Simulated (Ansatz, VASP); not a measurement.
Bi2Te3, level by level in two programs

```
CELL_PARAMETERS angstrom
2.17828 1.25763 10.09744
-2.17828 1.25763 10.09744
0.00000 -2.51526 10.09744
ATOMIC_POSITIONS crystal
Bi 0.60000 0.60000 0.60000
Bi 0.40000 0.40000 0.40000
Te 0.79050 0.79050 0.79050
Te 0.20950 0.20950 0.20950
Te 0.00000 0.00000 0.00000
```

Single points on this cell with VASP 6.6.1 and Ansatz 0.2.0. Each row is one pair of runs. Alike in all rows: spin: off; k mesh: 7 × 7 × 7; smearing: fermi-dirac, width 0.05 eV; VASP's potentials, cutoff: VASP PAW PBE potentials, release 64 (Bi_d, Te), 520 eV; Ansatz's potentials, cutoff: Ansatz PAW, 420 eV.

| level | gap on the k mesh at the Fermi level (eV), VASP | gap on the k mesh at the Fermi level (eV), Ansatz | least direct gap on the mesh (eV), VASP | least direct gap on the mesh (eV), Ansatz | pressure (GPa), VASP | pressure (GPa), Ansatz |
| --- | --- | --- | --- | --- | --- | --- |
| PBE+D4 | 0.27 | 0.28 | 0.27 | 0.28 | 0.7 | 0.7 |
| revPBE+D3(BJ) | 0.30 | 0.31 | 0.30 | 0.31 | -0.2 | -0.2 |
| BLYP | ? | 0.32 | ? | 0.32 | ? | 6.7 |

Question: Fill in what VASP gave in row 3.

Answer: gap on the k mesh at the Fermi level (eV): 0.30; least direct gap on the mesh (eV): 0.30; pressure (GPa): 7.0.

VASP's potentials hold 48 valence electrons a cell and Ansatz's 78, so a difference there can come from the potentials and not from the codes.

Spin-orbit coupling is off throughout. Noted on Ansatz's runs: odd divisions of the mesh miss points on the zone boundary, where band edges often lie, so the gap on the mesh can be too wide.
